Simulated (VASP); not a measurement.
# H2Os (P4/mmm) in VASP: a series of runs, part 2 of 2

VASP 6.6.1.

### 3 Single point, PBE

This run uses another cell than the first one, of 9.77 Å³/atom.

The input, INCAR:

```
  PREC = Accurate
  ENCUT = 520
  EDIFF = 1E-7
  ISMEAR = 0
  SIGMA = 0.1
  LREAL = F
  LASPH = T
  NELM = 60
  ALGO = Normal
  ISIF = 2
  LWAVE = F
  LCHARG = F
  GGA = PE
  NBANDS = 12
```

The input, KPOINTS:

```
regular mesh
0
Gamma
  18 18 10
```

The input, POSCAR:

```
H2Os
1.0
    2.5841591260      0.0000000000      0.0000000000
    0.0000000000      2.5841591260      0.0000000000
    0.0000000000      0.0000000000      4.3869275869
H Os
2 1
Direct
    0.5000000000      0.5000000000      0.2065652531
    0.5000000000      0.5000000000      0.7934347469
    0.0000000000      0.0000000000      0.0000000000
```

Potentials or basis: VASP PAW PBE potentials, release 64 (H, Os).

Command:

```console
$ cat potpaw_PBE.64/H/POTCAR potpaw_PBE.64/Os/POTCAR > POTCAR
$ mpirun -np 1 vasp_std > vasp.out
```

OUTCAR:

```text
PREC = Accurate
   ENCUT = 520
   EDIFF = 1E-7
   ISMEAR = 0
   LREAL = F
   LASPH = T
   NELM = 60
   ISIF = 2
   GGA = PE

 ion  position               nearest neighbor table
   1  0.500  0.500  0.207-   3 2.04   3 2.04   3 2.04   3 2.04
   2  0.500  0.500  0.793-   3 2.04   3 2.04   3 2.04   3 2.04
   3  0.000  0.000  0.000-   1 2.04   2 2.04   1 2.04   2 2.04   1 2.04   2 2.04   1 2.04   2 2.04

  LATTYP: Found a simple tetragonal cell.
 ALAT       =     2.5841591260
 C/A-ratio  =     1.6976228525

  Lattice vectors:

 A1 = (   2.5841591260,   0.0000000000,   0.0000000000)
 A2 = (   0.0000000000,   2.5841591260,   0.0000000000)
 A3 = (   0.0000000000,   0.0000000000,   4.3869275869)

Analysis of symmetry for initial positions (statically):
=====================================================================
 Subroutine PRICEL returns:
 Original cell was already a primitive cell.

 Routine SETGRP: Setting up the symmetry group for a
 simple tetragonal supercell.

 Subroutine GETGRP returns: Found 16 space group operations
 (whereof 16 operations were pure point group operations)
 out of a pool of 16 trial point group operations.

The static configuration has the point symmetry D_4h.

Analysis of symmetry for dynamics (positions and initial velocities):
=====================================================================
 Subroutine PRICEL returns:
 Original cell was already a primitive cell.

 Routine SETGRP: Setting up the symmetry group for a
 simple tetragonal supercell.

 Subroutine GETGRP returns: Found 16 space group operations
 (whereof 16 operations were pure point group operations)
 out of a pool of 16 trial point group operations.

The dynamic configuration has the point symmetry D_4h.

 Subroutine INISYM returns: Found 16 space group operations
 (whereof 16 operations are pure point group operations),
 and found     1 'primitive' translations

----------------------------------------------------------------------------------------

                                     Primitive cell

  volume of cell :      29.2954

  direct lattice vectors                    reciprocal lattice vectors
     2.584159126  0.000000000  0.000000000     0.386973074  0.000000000  0.000000000
     0.000000000  2.584159126  0.000000000     0.000000000  0.386973074  0.000000000
     0.000000000  0.000000000  4.386927587     0.000000000  0.000000000  0.227949967

  length of vectors
     2.584159126  2.584159126  4.386927587     0.386973074  0.386973074  0.227949967

  position of ions in fractional coordinates (direct lattice)
     0.500000000  0.500000000  0.206565253
     0.500000000  0.500000000  0.793434747
     0.000000000  0.000000000  0.000000000

  ion indices of the primitive-cell ions
   primitive index   ion index
                 1           1
                 2           2
                 3           3

----------------------------------------------------------------------------------------

 KPOINTS: regular mesh

Automatic generation of k-mesh.
 Grid dimensions read from file:
 generate k-points for:   18   18   10

 Generating k-lattice:

  Cartesian coordinates                     Fractional coordinates (reciprocal lattice)
[... 22 lines left out ...]
  0.277778  0.000000  0.000000      4.000000
[... 16 lines left out ...]
  0.277778  0.111111  0.000000      8.000000
  0.333333  0.111111  0.000000      8.000000
 [... further k-points ...]
   k-points           NKPTS =    330   k-points in BZ     NKDIM =    330   number of bands    NBANDS=     12
   number of dos      NEDOS =    301   number of ions     NIONS =      3
   total plane-waves  NPLWV =  14400
   dimension x,y,z NGX =    20 NGY =   20 NGZ =   36
   dimension x,y,z NGXF=    40 NGYF=   40 NGZF=   72
   ions per type =               2   1
   NGX,Y,Z   is equivalent  to a cutoff of  12.87, 12.87, 13.64 a.u.
   NGXF,Y,Z  is equivalent  to a cutoff of  25.73, 25.73, 27.28 a.u.
 SYSTEM =  unknown system
   PREC   = accura    normal or accurate (medium, high low for compatibility)
   ISTART =      0    job   : 0-new  1-cont  2-samecut
   ICHARG =      2    charge: 1-file 2-atom 10-const
   ISPIN  =      1    spin polarized calculation?
   LNONCOLLINEAR =      F non collinear calculations
   LSORBIT =      F    spin-orbit coupling
   LASPH  =      T    aspherical Exc in radial PAW
   ENCUT  =  520.0 eV  38.22 Ry    6.18 a.u.   4.80  4.80  8.16*2*pi/ulx,y,z
   NELM   =     60;   NELMIN=  2; NELMDL= -5     # of ELM steps
   EDIFF  = 0.1E-06   stopping-criterion for ELM
   LREAL  =      F    real-space projection
   EDIFFG = 0.1E-05   stopping-criterion for IOM
   NSW    =      0    number of steps for IOM
   IBRION =     -1    ionic relax: 0-MD 1-quasi-New 2-CG
   NFREE  =      0    steps in history (QN), initial steepest desc. (CG)
   ISIF   =      2    stress and relaxation
   ISYM   =      2    0-nonsym 1-usesym 2-fastsym
   POTIM  = 0.5000    time-step for ionic-motion
   TEBEG  =    0.0;   TEEND  =   0.0 temperature during run
   PSTRESS=    0.0 pullay stress
   NELECT =      10.0000    total number of electrons
   NUPDOWN=      -1.0000    fix difference up-down
   EMIN   =  10.00;   EMAX   =-10.00  energy-range for DOS
   EFERMI =   0.00;   METHOD = LEGACY
   ISMEAR =     0;   SIGMA  =   0.10  broadening in eV -4-tet -1-fermi 0-gaus
   EFERMI_NEDOS =   21; number of points for ismear=-14 and -15
   IALGO  =     38    algorithm
   IMIX   =      4    mixing-type and parameters
     AMIX     =   0.40;   BMIX     =  1.00
     AMIX_MAG =   1.60;   BMIX_MAG =  1.00
  volume/ion in A,a.u.               =       9.77        65.90
  Fermi-wavevector in a.u.,A,eV,Ry     =   1.144129  2.162091 17.810465  1.309032
  Thomas-Fermi vector in A             =   2.280822
   LORBIT       =      0    0 simple, 1 ext, 2 COOP (PROOUT), +10 PAW based schemes
   GGA     = PE    functional components
   LHFCALC =     F    Hartree Fock is set to
   AEXX    =    0.0000 exact exchange contribution
   IVDW    =     0    specifies the selected vdW correction
   LEPSILON=     F    determine dielectric tensor
   LRPA    =     F    only Hartree local field effects (RPA)
 non-spin polarized calculation
 Gauss-broadening in eV      SIGMA  =   0.10
  energy-cutoff  :      520.00
  volume of cell :       29.30
 maximum number of plane-waves:       810
 NGX is ok and might be reduce to    20
   NGX =  9   NGY =  9   NGZ = 17

 number of electron      10.0000000 magnetization

 Free energy of the ion-electron system (eV)
  ---------------------------------------------------
  ext. energy  EPLUGINS =         0.00000000
  ---------------------------------------------------
  free energy    TOTEN  =       -15.07689870 eV

  energy without entropy =      -15.06842967  energy(sigma->0) =      -15.07266419

 E-fermi :   3.3726     XC(G=0): -10.5379

 val. band max:        3.3712519199   @ k =   0.5000   0.2778   0.4000
 cond. band min:       3.3744927195   @ k =   0.1111   0.1111   0.0000
 fundamental gap:      0.0032407996
 Fermi energy:         3.3725627540

 k-point     1 :       0.0000    0.0000    0.0000
  band No.  band energies     occupation
      1      -8.0677      2.00000
      2      -2.1736      2.00000
      3      -0.3449      2.00000
      4      -0.2637      2.00000
      5       3.9199      0.00000
      6       3.9199      0.00000
      7       5.4339      0.00000
      8      10.9767      0.00000
      9      15.0991      0.00000
     10      18.2660      0.00000
     11      18.2660      0.00000
     12      18.9414      0.00000
[... 331 lines left out ...]
 k-point    24 :       0.3333    0.1111    0.0000
  band No.  band energies     occupation
      1      -4.9785      2.00000
      2      -2.3374      2.00000
      3      -0.6509      2.00000
      4       1.4914      2.00000
      5       2.7506      2.00000
      6       3.4018      0.67897
      7       7.5907      0.00000
      8       9.0204      0.00000
      9      11.7304      0.00000
     10      13.8209      0.00000
     11      17.2362      0.00000
     12      19.7878      0.00000

 [... further k-points ...]
[... 5 lines left out ...]
  --------------------------------------------------------------------------------------
  -------------------------------------------------------------------------------------
  Total        0.0805592      0.0805592     -0.0092875      0.0000000      0.0000000     -0.0000000
  in kB        4.4058205      4.4058205     -0.5079396      0.0000000      0.0000000     -0.0000000
  external PRESSURE =       2.7679004 kB  Pullay stress =       0.0000000 kB

 VOLUME and BASIS-vectors are now :
 -----------------------------------------------------------------------------
  energy-cutoff  :      520.00
  volume of cell :       29.30
      direct lattice vectors                 reciprocal lattice vectors
     2.584159126  0.000000000  0.000000000     0.386973074  0.000000000  0.000000000
     0.000000000  2.584159126  0.000000000     0.000000000  0.386973074  0.000000000
     0.000000000  0.000000000  4.386927587     0.000000000  0.000000000  0.227949967

 POSITION                                       TOTAL-FORCE (eV/Angst)
 -----------------------------------------------------------------------------------
      1.29208      1.29208      0.90619         0.000000      0.000000      0.014013
      1.29208      1.29208      3.48074         0.000000      0.000000     -0.014013
      0.00000      0.00000      0.00000         0.000000      0.000000      0.000000
 -----------------------------------------------------------------------------------
    total drift:                               -0.000000      0.000000     -0.000000

  FREE ENERGIE OF THE ION-ELECTRON SYSTEM (eV)
  ---------------------------------------------------
  free  energy   TOTEN  =       -15.0768987008 eV

  energy  without entropy=      -15.0684296692  energy(sigma->0) =      -15.07266419
```

stdout:

```text
POSCAR found type information on POSCAR H Os
 POSCAR found :  2 types and       3 ions
 scaLAPACK will be used
 LDA part: xc-table for (Slater+PW92), standard interpolation
 POSCAR, INCAR and KPOINTS ok, starting setup
 FFT: planning ... GRIDC
 FFT: planning ... GRID_SOFT
 FFT: planning ... GRID
 WAVECAR not read
 entering main loop
```

It took 43 s on 1 thread of Intel Xeon 6975P-C (Granite Rapids), shared host; peak memory 0.23 GiB.

Results:

```
Free energy            : -15.0769 eV
Pressure               : 0.3 GPa
Largest force          : 0.014 eV/Å
Band gap on the k mesh : zero (bands 5 and 6 overlap by 2.49 eV)
```

Forces in eV/Å, atoms in the order of the input:
```
H    0.000  0.000  0.014
H    0.000  0.000 -0.014
Os   0.000  0.000  0.000
```

Stress tensor (GPa, compression positive):
```
 0.44  0.00  0.00
 0.00  0.44  0.00
 0.00  0.00 -0.05
```

Levels at points of the mesh, in eV from the Fermi level:
```
           k point  band 3  band 4  band 5  band 6  band 7  band 8
(0.00, 0.00, 0.00)   -3.72   -3.64    0.55    0.55    2.06    7.60
(0.50, 0.00, 0.00)   -5.57   -1.49   -1.29    1.16    6.17    6.18
(0.50, 0.50, 0.00)   -3.11    0.00    0.03    4.53    4.89    4.89
(0.00, 0.00, 0.50)   -5.45   -2.31    0.50    0.50    2.06    7.71
(0.50, 0.00, 0.50)   -5.50   -1.28   -0.51    1.13    3.55    4.74
(0.50, 0.50, 0.50)   -3.29   -0.83    0.50    4.54    5.77    5.77
```

Caveat: spin-orbit coupling is left out, which moves the levels of the heavy elements.

### 4 Relaxation of cell and atoms, PBE

This run uses another cell than the first one, of 10.11 Å³/atom.

The input, INCAR:

```
PREC = Accurate
ENCUT = 600
EDIFF = 1E-7
ISMEAR = 0
SIGMA = 0.1
LREAL = F
LASPH = T
NELM = 60
ALGO = Normal
ISIF = 3
LWAVE = F
LCHARG = F
GGA = PE
IBRION = 2
NSW = 100
EDIFFG = -0.01
```

The input, KPOINTS:

```
Automatic mesh
0
Gamma
  18 18 10
```

The input, POSCAR:

```
H2Os
1.0
    2.5699193385      0.0000000000      0.0000000000
    0.0000000000      2.5699193385      0.0000000000
    0.0000000000      0.0000000000      4.5936249678
H Os
2 1
Direct
    0.5000000000      0.5000000000      0.2037238514
    0.5000000000      0.5000000000      0.7962761486
    0.0000000000      0.0000000000      0.0000000000
```

Command:

```console
$ cat potpaw_PBE.64/H/POTCAR potpaw_PBE.64/Os/POTCAR > POTCAR
$ mpirun -np 1 vasp_std > vasp.out
```

It took 2.4 min on 1 thread of Intel Xeon 6975P-C (Granite Rapids), shared host; peak memory 0.3 GiB.

Results (log left out):

```
Free energy                           : -15.0782 eV
Relaxed volume                        : 10.12 Å³/atom
Relaxed cell                          : a = 2.585 Å, b = 2.585 Å, c = 4.542 Å, α = 90.00°, β = 90.00°, γ = 90.00°
Space group after relaxing (to 0.1 Å) : P4/mmm (No. 123)
Energy gained by relaxing             : 1.6 meV/atom
Ionic steps                           : 5
Pressure after relaxing               : 0.0 GPa
Largest force after relaxing          : 0.005 eV/Å
Band gap on the k mesh                : zero (bands 5 and 6 overlap by 2.50 eV)
```

Forces on the atoms (eV/Å):
```
H    0.000  0.000  0.005
H    0.000  0.000 -0.005
Os   0.000  0.000  0.000
```

Stress tensor (GPa, compression positive):
```
 0.02  0.00  0.00
 0.00  0.02  0.00
 0.00  0.00 -0.09
```

Step by step:
```csv
step,energy change (eV),largest force (eV/Å),pressure (GPa),volume (Å³)
1,0.0000,0.0746,1.35,30.34
2,-0.0019,0.1094,-1.60,30.71
3,-0.0025,0.0979,-0.63,30.59
4,-0.0039,0.0598,-0.41,30.50
5,-0.0048,0.0045,-0.01,30.36
```

Final structure:
```
CELL_PARAMETERS angstrom
2.58520 0.00000 0.00000
0.00000 2.58520 0.00000
0.00000 0.00000 4.54218
ATOMIC_POSITIONS crystal
H 0.50000 0.50000 0.20016
H 0.50000 0.50000 0.79984
Os 0.00000 0.00000 0.00000
```

Levels at points of the mesh, in eV from the Fermi level:
```csv
k point,band 2,band 3,band 4,band 5,band 6,band 7,band 8,band 9
"(0.00, 0.00, 0.00)",-5.53,-3.82,-3.61,0.54,0.54,2.06,7.17,11.72
"(0.50, 0.00, 0.00)",-6.16,-5.55,-1.39,-1.28,1.16,6.03,6.18,6.85
"(0.50, 0.50, 0.00)",-3.12,-3.12,-0.08,0.07,4.53,4.98,4.98,5.32
"(0.00, 0.00, 0.50)",-5.53,-5.30,-2.44,0.51,0.51,2.06,7.29,11.81
"(0.50, 0.00, 0.50)",-5.80,-5.50,-1.28,-0.61,1.14,3.71,4.78,6.79
"(0.50, 0.50, 0.50)",-3.25,-3.25,-0.72,0.45,4.53,5.69,5.69,6.44
```

Caveat: spin-orbit coupling is left out, which moves the levels of the heavy elements.

### 5 Overview

| task | cell | k mesh | cutoff (eV) | gap on the mesh (eV) | pressure (GPa) | largest force (eV/Å) |
| --- | --- | --- | --- | --- | --- | --- |
| relaxation of cell and atoms | relaxed from a = 2.399, b = 2.399, c = 4.950 Å, 3 atoms, atomic positions A | 8 × 8 × 4 | 600 | none | -0.6 | 0.03 |
| single point | a = 2.584, b = 2.584, c = 4.387 Å, 3 atoms, atomic positions B | 18 × 18 × 10 | 520 | none | 0.3 | 0.01 |
| relaxation of cell and atoms | relaxed from a = 2.570, b = 2.570, c = 4.594 Å, 3 atoms, atomic positions C | 18 × 18 × 10 | 600 | none | 0.0 | - |

Alike in all rows: level PBE; potentials or basis VASP PAW PBE potentials, release 64 (H, Os); no spin polarisation; smearing gaussian 0.1 eV.

Caveats: spin-orbit coupling is left out, which moves the levels of the heavy elements; the volume moved by over 15 % at a fixed basis, so the end points are rough (at least some runs).

Total energies depend on the potentials used, so only differences within one code and one set of settings carry meaning.
